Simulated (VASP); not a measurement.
# MgF2 (P4_2/mnm) in VASP: a series of runs, part 2 of 2

VASP 6.6.1. Earlier steps stand in the parts before.

## Step 4: Relaxation of cell and atoms, PBE

This run uses another cell than the first one, of 10.82 Å³/atom, 0.951 times its volume.

Contents of INCAR:

```
PREC     = Accurate       # precision mode
ENCUT    = 600            # plane-wave cutoff, eV
EDIFF    = 1E-7           # SCF threshold, eV
ISMEAR   = 0              # smearing method
SIGMA    = 0.02           # smearing width, eV
LREAL    = False          # projectors in reciprocal space
LASPH    = True           # aspherical terms in the spheres
NELM     = 120            # most SCF steps
ALGO     = Normal         # electronic algorithm
ISIF     = 3              # what is computed and relaxed
LWAVE    = False          # write WAVECAR
LCHARG   = False          # write CHGCAR
GGA      = PE             # functional
IBRION   = 2              # ionic algorithm
NSW      = 100            # ionic steps
EDIFFG   = -0.005         # ionic threshold
GGA_COMPAT= False        
NELMIN   = 4
```

Contents of KPOINTS:

```
Automatic mesh
0
Gamma
  6 6 8
```

Contents of POSCAR:

```
MgF2
1.0
    4.6151966100      0.0000000000      0.0000000000
    0.0000000000      4.6151966100      0.0000000000
    0.0000000000      0.0000000000      3.0477835100
Mg F
2 4
Direct
    0.5000000000      0.5000000000      0.5000000000
    0.0000000000      0.0000000000      0.0000000000
    0.6970798600      0.6970798600      0.0000000000
    0.8029201400      0.1970798600      0.5000000000
    0.3029201400      0.3029201400      0.0000000000
    0.1970798600      0.8029201400      0.5000000000
```

Potentials or basis: VASP PAW PBE potentials, release 64 (Mg, F).

Command:

```sh
$ cat potpaw_PBE.64/Mg/POTCAR potpaw_PBE.64/F/POTCAR > POTCAR
$ mpirun -np 1 vasp_std > vasp.out
```

OUTCAR:

```text
PREC = Accurate
   ENCUT = 600
   EDIFF = 1E-7
   ISMEAR = 0
   LREAL = False
   LASPH = True
   NELM = 120
   ISIF = 3
   GGA = PE
   IBRION = 2
   NSW = 100
   EDIFFG = -0.005
   NELMIN = 4

 ion  position               nearest neighbor table
   1  0.500  0.500  0.500-   4 1.98   6 1.98   5 1.99   3 1.99   3 1.99   5 1.99   2 3.60   2 3.60
                             2 3.60   2 3.60   2 3.60   2 3.60   2 3.60   2 3.60
   2  0.000  0.000  0.000-   3 1.98   5 1.98   4 1.99   6 1.99   4 1.99   6 1.99   1 3.60   1 3.60
                             1 3.60   1 3.60   1 3.60   1 3.60   1 3.60   1 3.60
   3  0.697  0.697  0.000-   2 1.98   1 1.99   1 1.99
   4  0.803  0.197  0.500-   1 1.98   2 1.99   2 1.99
   5  0.303  0.303  0.000-   2 1.98   1 1.99   1 1.99
   6  0.197  0.803  0.500-   1 1.98   2 1.99   2 1.99

  LATTYP: Found a simple tetragonal cell.
 ALAT       =     4.6151966100
 C/A-ratio  =     0.6603799941

  Lattice vectors:

 A1 = (   4.6151966100,   0.0000000000,   0.0000000000)
 A2 = (   0.0000000000,   4.6151966100,   0.0000000000)
 A3 = (   0.0000000000,   0.0000000000,   3.0477835100)

Analysis of symmetry for initial positions (statically):
=====================================================================
[... 191 lines left out ...]
  -------------------------------------------------------------------------------------
  Total        1.6447875      1.6447875      1.7195663      0.0000000      0.0000000      0.0000000
  in kB       40.5934385     40.5934385     42.4389831      0.0000000      0.0000000      0.0000000
  external PRESSURE =      41.2086200 kB  Pullay stress =       0.0000000 kB
[... 147 lines left out ...]
--------------------------------------- Ionic step        5  -------------------------------------------

 number of electron      32.0000018 magnetization

 Free energy of the ion-electron system (eV)
  ---------------------------------------------------
  ext. energy  EPLUGINS =         0.00000000
  ---------------------------------------------------
  free energy    TOTEN  =       -31.54413804 eV

  energy without entropy =      -31.54413804  energy(sigma->0) =      -31.54413804

 E-fermi :  -1.2405     XC(G=0):  -9.5635

 val. band max:       -1.4201929412   @ k =   0.0000   0.0000   0.0000
 cond. band min:       5.4408873970   @ k =   0.0000   0.0000   0.0000
 fundamental gap:      6.8610803382
 Fermi energy:        -1.2404504380

 k-point     1 :       0.0000    0.0000    0.0000
  band No.  band energies     occupation
      1     -22.0419      2.00000
      2     -21.3023      2.00000
      3     -21.3023      2.00000
      4     -21.2195      2.00000
      5      -5.3658      2.00000
      6      -3.7783      2.00000
[... 541 lines left out ...]
     19      12.8820      0.00000
     20      12.8820      0.00000

 [... further k-points ...]

------------------------ aborting loop because EDIFF is reached ----------------------------------------

  FORCE on cell =-STRESS in cart. coord.  units (eV):
  Direction    XX          YY          ZZ          XY          YZ          ZX
  --------------------------------------------------------------------------------------
  -------------------------------------------------------------------------------------
  Total        0.0080976      0.0080976     -0.0133116      0.0000000      0.0000000      0.0000000
  in kB        0.1919674      0.1919674     -0.3155726      0.0000000      0.0000000      0.0000000
  external PRESSURE =       0.0227874 kB  Pullay stress =       0.0000000 kB
[... 21 lines left out ...]
  FREE ENERGIE OF THE ION-ELECTRON SYSTEM (eV)
  ---------------------------------------------------
  free  energy   TOTEN  =       -31.5441380361 eV

  energy  without entropy=      -31.5441380361  energy(sigma->0) =      -31.54413804

 reached required accuracy - stopping structural energy minimisation
```

Run time: 89 s. Hardware: 1 thread of Intel Xeon Platinum 8559C (Emerald Rapids), shared host; peak memory 0.23 GiB.

What came out:

```yaml
Free_energy: -31.5441 eV
Relaxed_volume: 11.26 Å³/atom
Relaxed_cell: a = 4.681 Å, b = 4.681 Å, c = 3.084 Å, α = 90.00°, β = 90.00°, γ = 90.00°
Space_group_after_relaxing_to_0.05_Å: P4_2/mnm (No. 136)
Energy_gained_by_relaxing: 5.5 meV/atom
Ionic_steps: 5
Pressure_after_relaxing: 0.0 GPa
Band_gap_on_the_k_mesh: 6.86 eV, direct
```

Step by step:
| step | energy change (eV) | largest force (eV/Å) | pressure (GPa) | volume (Å³) |
| --- | --- | --- | --- | --- |
| 1 | 0.0000 | 0.0225 | 4.12 | 64.92 |
| 2 | -0.0323 | 0.0463 | -0.06 | 67.57 |
| 3 | -0.0323 | 0.0451 | 0.02 | 67.52 |
| 4 | -0.0327 | 0.0213 | 0.01 | 67.55 |
| 5 | -0.0329 | 0.0001 | 0.00 | 67.58 |

Final structure:
```
Mg F
1.0
     4.68135    0.00000    0.00000
     0.00000    4.68135    0.00000
     0.00000    0.00000    3.08388
Mg F
2 4
Direct
  0.50000 0.50000 0.50000
  0.00000 0.00000 0.00000
  0.69662 0.69662 0.00000
  0.80338 0.19662 0.50000
  0.30338 0.30338 0.00000
  0.19662 0.80338 0.50000
```

A k mesh can miss the band edges. A hybrid or GW would open this gap; PBE tends to underestimate it.
